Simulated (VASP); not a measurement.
# Zn (P6_3/mmc) in VASP: single point with PBEsol

Aim: the single point of Zn with PBEsol.

All numbers are computed with VASP 6.6.1; they aren't measurements. Logs are shortened: lines on timing, memory, paths and dates and some standing lists are left out, and cuts for length are marked.

**1. The cell of the first run**

It takes space group P6_3/mmc (No. 194, hexagonal). Conventional cell: a = 2.665 Å, b = 2.665 Å, c = 4.947 Å, α = 90.00°, β = 90.00°, γ = 120.00°. Zn (site symmetry -6m2) has 12 Zn at 2.66 to 2.91 Å within 3.5 Å.

**2. Single point, PBEsol**

File INCAR:

```
SYSTEM = Zn
ALGO     = Normal         ! electronic algorithm
EDIFF    = 1E-6           ! SCF threshold, eV
ENCUT    = 520            ! plane-wave cutoff, eV
GGA      = PS             ! functional
ISIF     = 2              ! what is computed and relaxed
ISMEAR   = -1             ! smearing method
LASPH    = .TRUE.         ! aspherical terms in the spheres
LCHARG   = .FALSE.        ! write CHGCAR
LREAL    = .FALSE.        ! projectors in reciprocal space
LWAVE    = .FALSE.        ! write WAVECAR
NBANDS   = 19             ! bands
NELM     = 80             ! most SCF steps
PREC     = Accurate       ! precision mode
SIGMA    = 0.03           ! smearing width, eV
```

File KPOINTS:

```
k-points
0
G
  16 16 8
  0 0 0
```

File POSCAR:

```
Zn
1.0
    2.6647980532      0.0000000000      0.0000000000
   -1.3323990266      2.3077828100      0.0000000000
    0.0000000000      0.0000000000      4.9467000000
Zn
2
Direct
    0.3333333333      0.6666666667      0.2500000000
    0.6666666667      0.3333333333      0.7500000000
```

Potentials or basis: VASP PAW PBE potentials, release 64 (Zn).

Launch:

```
> cat potpaw_PBE.64/Zn/POTCAR > POTCAR
> mpirun -np 1 vasp_std > vasp.out
```

OUTCAR:

```text
SYSTEM = Zn
   EDIFF = 1E-6
   ENCUT = 520
   GGA = PS
   ISIF = 2
   ISMEAR = -1
   LASPH = .TRUE.
   LREAL = .FALSE.
   NELM = 80
   PREC = Accurate

 ion  position               nearest neighbor table
   1  0.333  0.667  0.250-   2 2.91   2 2.91   2 2.91   2 2.91   2 2.91   2 2.91
   2  0.667  0.333  0.750-   1 2.91   1 2.91   1 2.91   1 2.91   1 2.91   1 2.91

  LATTYP: Found a hexagonal cell.
 ALAT       =     2.6647980532
 C/A-ratio  =     1.8563132745

  Lattice vectors:

 A1 = (   2.6647980532,   0.0000000000,   0.0000000000)
 A2 = (  -1.3323990266,   2.3077828100,   0.0000000000)
 A3 = (   0.0000000000,   0.0000000000,   4.9467000000)

Analysis of symmetry for initial positions (statically):
=====================================================================
 Subroutine PRICEL returns:
 Original cell was already a primitive cell.

 Routine SETGRP: Setting up the symmetry group for a
 hexagonal supercell.

 Subroutine GETGRP returns: Found 24 space group operations
 (whereof 12 operations were pure point group operations)
 out of a pool of 24 trial point group operations.

The static configuration has the point symmetry D_3d.
 The point group associated with its full space group is D_6h.

Analysis of symmetry for dynamics (positions and initial velocities):
=====================================================================
 Subroutine PRICEL returns:
 Original cell was already a primitive cell.

 Routine SETGRP: Setting up the symmetry group for a
 hexagonal supercell.

 Subroutine GETGRP returns: Found 24 space group operations
 (whereof 12 operations were pure point group operations)
 out of a pool of 24 trial point group operations.

The dynamic configuration has the point symmetry D_3d.
 The point group associated with its full space group is D_6h.

 Subroutine INISYM returns: Found 24 space group operations
 (whereof 12 operations are pure point group operations),
 and found     1 'primitive' translations

----------------------------------------------------------------------------------------

                                     Primitive cell

  volume of cell :      30.4211

  direct lattice vectors                    reciprocal lattice vectors
     2.664798053  0.000000000  0.000000000     0.375262958  0.216658170  0.000000000
    -1.332399027  2.307782810  0.000000000     0.000000000  0.433316340  0.000000000
     0.000000000  0.000000000  4.946700000     0.000000000  0.000000000  0.202154972

  length of vectors
     2.664798053  2.664798053  4.946700000     0.433316340  0.433316340  0.202154972

  position of ions in fractional coordinates (direct lattice)
     0.333333333  0.666666667  0.250000000
     0.666666667  0.333333333  0.750000000

  ion indices of the primitive-cell ions
   primitive index   ion index
                 1           1
                 2           2

----------------------------------------------------------------------------------------

 KPOINTS: k-points

Automatic generation of k-mesh.
 Grid dimensions read from file:
 generate k-points for:   16   16    8

 Generating k-lattice:

  Cartesian coordinates                     Fractional coordinates (reciprocal lattice)
     0.023453935  0.013541136  0.000000000     0.062500000 -0.000000000  0.000000000
     0.000000000  0.027082271  0.000000000     0.000000000  0.062500000  0.000000000
     0.000000000  0.000000000  0.025269372     0.000000000  0.000000000  0.125000000

  Length of vectors
     0.027082271  0.027082271  0.025269372

  Shift w.r.t. Gamma in fractional coordinates (k-lattice)
     0.000000000  0.000000000  0.000000000

 Subroutine IBZKPT returns following result:
 ===========================================

 Found    150 irreducible k-points:

 Following reciprocal coordinates:
            Coordinates               Weight
  0.000000  0.000000  0.000000      1.000000
  0.062500 -0.000000  0.000000      6.000000
  0.125000 -0.000000  0.000000      6.000000
  0.187500  0.000000  0.000000      6.000000
  0.250000 -0.000000  0.000000      6.000000
  0.312500  0.000000  0.000000      6.000000
[... 16 lines left out ...]
  0.187500  0.187500  0.000000      6.000000
  0.250000  0.187500  0.000000     12.000000
 [... further k-points ...]
   k-points           NKPTS =    150   k-points in BZ     NKDIM =    150   number of bands    NBANDS=     19
   number of dos      NEDOS =    301   number of ions     NIONS =      2
   total plane-waves  NPLWV =  16000
   dimension x,y,z NGX =    20 NGY =   20 NGZ =   40
   dimension x,y,z NGXF=    40 NGYF=   40 NGZF=   80
   ions per type =               2
   NGX,Y,Z   is equivalent  to a cutoff of  12.48, 12.48, 13.44 a.u.
   NGXF,Y,Z  is equivalent  to a cutoff of  24.95, 24.95, 26.89 a.u.
 SYSTEM =  Zn
   PREC   = accura    normal or accurate (medium, high low for compatibility)
   ISTART =      0    job   : 0-new  1-cont  2-samecut
   ICHARG =      2    charge: 1-file 2-atom 10-const
   ISPIN  =      1    spin polarized calculation?
   LNONCOLLINEAR =      F non collinear calculations
   LSORBIT =      F    spin-orbit coupling
   LASPH  =      T    aspherical Exc in radial PAW
   ENCUT  =  520.0 eV  38.22 Ry    6.18 a.u.   4.95  4.95  9.20*2*pi/ulx,y,z
   NELM   =     80;   NELMIN=  2; NELMDL= -5     # of ELM steps
   EDIFF  = 0.1E-05   stopping-criterion for ELM
   LREAL  =      F    real-space projection
   EDIFFG = 0.1E-04   stopping-criterion for IOM
   NSW    =      0    number of steps for IOM
   IBRION =     -1    ionic relax: 0-MD 1-quasi-New 2-CG
   NFREE  =      0    steps in history (QN), initial steepest desc. (CG)
   ISIF   =      2    stress and relaxation
   ISYM   =      2    0-nonsym 1-usesym 2-fastsym
   POTIM  = 0.5000    time-step for ionic-motion
   TEBEG  =    0.0;   TEEND  =   0.0 temperature during run
   PSTRESS=    0.0 pullay stress
   NELECT =      24.0000    total number of electrons
   NUPDOWN=      -1.0000    fix difference up-down
   EMIN   =  10.00;   EMAX   =-10.00  energy-range for DOS
   EFERMI =   0.00;   METHOD = LEGACY
   ISMEAR =    -1;   SIGMA  =   0.03  broadening in eV -4-tet -1-fermi 0-gaus
   EFERMI_NEDOS =   21; number of points for ismear=-14 and -15
   IALGO  =     38    algorithm
   IMIX   =      4    mixing-type and parameters
     AMIX     =   0.40;   BMIX     =  1.00
     AMIX_MAG =   1.60;   BMIX_MAG =  1.00
  volume/ion in A,a.u.               =      15.21       102.65
  Fermi-wavevector in a.u.,A,eV,Ry     =   1.512703  2.858594 31.133805  2.288270
  Thomas-Fermi vector in A             =   2.622592
   LORBIT       =      0    0 simple, 1 ext, 2 COOP (PROOUT), +10 PAW based schemes
   GGA     = PS    functional components
   LHFCALC =     F    Hartree Fock is set to
   AEXX    =    0.0000 exact exchange contribution
   IVDW    =     0    specifies the selected vdW correction
   LEPSILON=     F    determine dielectric tensor
   LRPA    =     F    only Hartree local field effects (RPA)
 non-spin polarized calculation
  energy-cutoff  :      520.00
  volume of cell :       30.42
 maximum number of plane-waves:       843
 NGX is ok and might be reduce to    20
   NGX =  9   NGY =  9   NGZ = 19

 number of electron      24.0000012 magnetization

 Free energy of the ion-electron system (eV)
  ---------------------------------------------------
  ext. energy  EPLUGINS =         0.00000000
  ---------------------------------------------------
  free energy    TOTEN  =        -3.15026728 eV

  energy without entropy =       -3.14980562  energy(sigma->0) =       -3.15003645

 E-fermi :   2.9965     XC(G=0): -11.7005

 val. band max:        2.9117065535   @ k =   0.3750   0.2500   0.5000
 cond. band min:       3.0451178332   @ k =   0.5000  -0.0000   0.5000
 fundamental gap:      0.1334112797
 Fermi energy:         2.9965428222

 k-point     1 :       0.0000    0.0000    0.0000
  band No.  band energies     occupation
      1      -7.4773      2.00000
      2      -5.6491      2.00000
      3      -4.9425      2.00000
      4      -4.7122      2.00000
      5      -4.7122      2.00000
      6      -4.6619      2.00000
[... 11 lines left out ...]
     18      21.9830      0.00000
     19      21.9852      0.00000

 k-point     2 :       0.0625   -0.0000    0.0000
  band No.  band energies     occupation
      1      -7.3613      2.00000
      2      -5.5982      2.00000
      3      -4.9307      2.00000
      4      -4.7236      2.00000
      5      -4.6848      2.00000
      6      -4.6745      2.00000
[... 11 lines left out ...]
     18      21.0906      0.00000
     19      22.9547      0.00000

 k-point     3 :       0.1250   -0.0000    0.0000
  band No.  band energies     occupation
      1      -7.0192      2.00000
      2      -5.4632      2.00000
      3      -4.9063      2.00000
      4      -4.7480      2.00000
      5      -4.6946      2.00000
      6      -4.6061      2.00000
[... 11 lines left out ...]
     18      20.2475      0.00000
     19      21.7145      0.00000

 k-point     4 :       0.1875    0.0000    0.0000
  band No.  band energies     occupation
      1      -6.4772      2.00000
      2      -5.3078      2.00000
      3      -4.8858      2.00000
      4      -4.7796      2.00000
      5      -4.6433      2.00000
      6      -4.6387      2.00000
[... 11 lines left out ...]
     18      18.9834      0.00000
     19      19.4661      0.00000

 k-point     5 :       0.2500   -0.0000    0.0000
  band No.  band energies     occupation
      1      -5.8429      2.00000
      2      -5.2458      2.00000
      3      -4.8333      2.00000
      4      -4.8206      2.00000
      5      -4.7487      2.00000
      6      -4.5082      2.00000
[... 11 lines left out ...]
     18      18.3436      0.00000
     19      19.0605      0.00000

 k-point     6 :       0.3125    0.0000    0.0000
  band No.  band energies     occupation
      1      -5.4551      2.00000
      2      -5.2821      2.00000
      3      -4.9951      2.00000
      4      -4.7324      2.00000
      5      -4.5912      2.00000
      6      -4.5532      2.00000
[... 11 lines left out ...]
     18      17.8450      0.00000
     19      19.6811      0.00000

 k-point     7 :       0.3750    0.0000    0.0000
  band No.  band energies     occupation
      1      -5.4047      2.00000
      2      -5.3260      2.00000
      3      -5.1123      2.00000
      4      -4.6601      2.00000
      5      -4.6404      2.00000
      6      -4.5353      2.00000
[... 11 lines left out ...]
     18      17.4906      0.00000
     19      18.9475      0.00000

 k-point     8 :       0.4375    0.0000    0.0000
  band No.  band energies     occupation
      1      -5.4361      2.00000
      2      -5.3538      2.00000
      3      -5.1823      2.00000
      4      -4.7058      2.00000
      5      -4.5783      2.00000
      6      -4.5581      2.00000
[... 256 lines left out ...]
 k-point    20 :       0.3125    0.1250    0.0000
  band No.  band energies     occupation
      1      -5.2613      2.00000
      2      -5.1859      2.00000
      3      -5.0922      2.00000
      4      -4.6935      2.00000
      5      -4.6346      2.00000
      6      -4.5443      2.00000
[... 11 lines left out ...]
     18      15.8308      0.00000
     19      17.1208      0.00000

 k-point    21 :       0.3750    0.1250    0.0000
  band No.  band energies     occupation
      1      -5.3117      2.00000
      2      -5.2138      2.00000
      3      -5.1493      2.00000
      4      -4.7094      2.00000
      5      -4.5948      2.00000
      6      -4.5722      2.00000
[... 11 lines left out ...]
     18      15.4607      0.00000
     19      16.8157      0.00000

 k-point    22 :       0.4375    0.1250    0.0000
  band No.  band energies     occupation
      1      -5.3302      2.00000
      2      -5.2261      2.00000
      3      -5.1682      2.00000
      4      -4.7122      2.00000
      5      -4.6152      2.00000
      6      -4.5507      2.00000
[... 11 lines left out ...]
     18      15.3355      0.00000
     19      16.7135      0.00000

 k-point    23 :       0.1875    0.1875    0.0000
  band No.  band energies     occupation
      1      -5.1135      2.00000
      2      -5.0168      2.00000
      3      -4.9738      2.00000
      4      -4.9679      2.00000
      5      -4.7549      2.00000
      6      -4.6730      2.00000
[... 11 lines left out ...]
     18      15.0904      0.00000
     19      16.3947      0.00000

 k-point    24 :       0.2500    0.1875    0.0000
  band No.  band energies     occupation
      1      -5.0966      2.00000
      2      -5.0478      2.00000
      3      -5.0342      2.00000
      4      -4.7384      2.00000
      5      -4.7151      2.00000
      6      -4.6632      2.00000
[... 11 lines left out ...]
     18      13.9885      0.00000
     19      15.3976      0.00000

 [... further k-points ...]

------------------------ aborting loop because EDIFF is reached ----------------------------------------

  FORCE on cell =-STRESS in cart. coord.  units (eV):
  Direction    XX          YY          ZZ          XY          YZ          ZX
  --------------------------------------------------------------------------------------
  -------------------------------------------------------------------------------------
  Total       -1.0022097     -1.0022097     -0.9267696     -0.0000000     -0.0000000      0.0000000
  in kB      -52.7830367    -52.7830367    -48.8098581     -0.0000000     -0.0000000      0.0000000
  external PRESSURE =     -51.4586438 kB  Pullay stress =       0.0000000 kB

 VOLUME and BASIS-vectors are now :
 -----------------------------------------------------------------------------
  energy-cutoff  :      520.00
  volume of cell :       30.42
      direct lattice vectors                 reciprocal lattice vectors
     2.664798053  0.000000000  0.000000000     0.375262958  0.216658170  0.000000000
    -1.332399027  2.307782810  0.000000000     0.000000000  0.433316340  0.000000000
     0.000000000  0.000000000  4.946700000     0.000000000  0.000000000  0.202154972

 POSITION                                       TOTAL-FORCE (eV/Angst)
 -----------------------------------------------------------------------------------
     -0.00000      1.53852      1.23667        -0.000000      0.000000      0.000000
      1.33240      0.76926      3.71002         0.000000      0.000000      0.000000
 -----------------------------------------------------------------------------------
    total drift:                               -0.000000      0.000000      0.000000

  FREE ENERGIE OF THE ION-ELECTRON SYSTEM (eV)
  ---------------------------------------------------
  free  energy   TOTEN  =        -3.1502672771 eV

  energy  without entropy=       -3.1498056240  energy(sigma->0) =       -3.15003645
```

Run time: 29 s. Hardware: 1 thread of AMD EPYC 9R45 (Zen 5), shared host; peak memory 0.16 GiB.

Results:

```
Free energy            : -3.1503 eV
Pressure               : -5.1 GPa
Band gap on the k mesh : zero (band 12 reaches 4.20 eV, above the bottom of band 13 at -0.10 eV)
```

Stress tensor (GPa, compression positive):
```
-5.28  0.00  0.00
 0.00 -5.28  0.00
 0.00  0.00 -4.88
```

Caveat: the PAW data sets were made with another functional, which shifts forces and pressure a little.
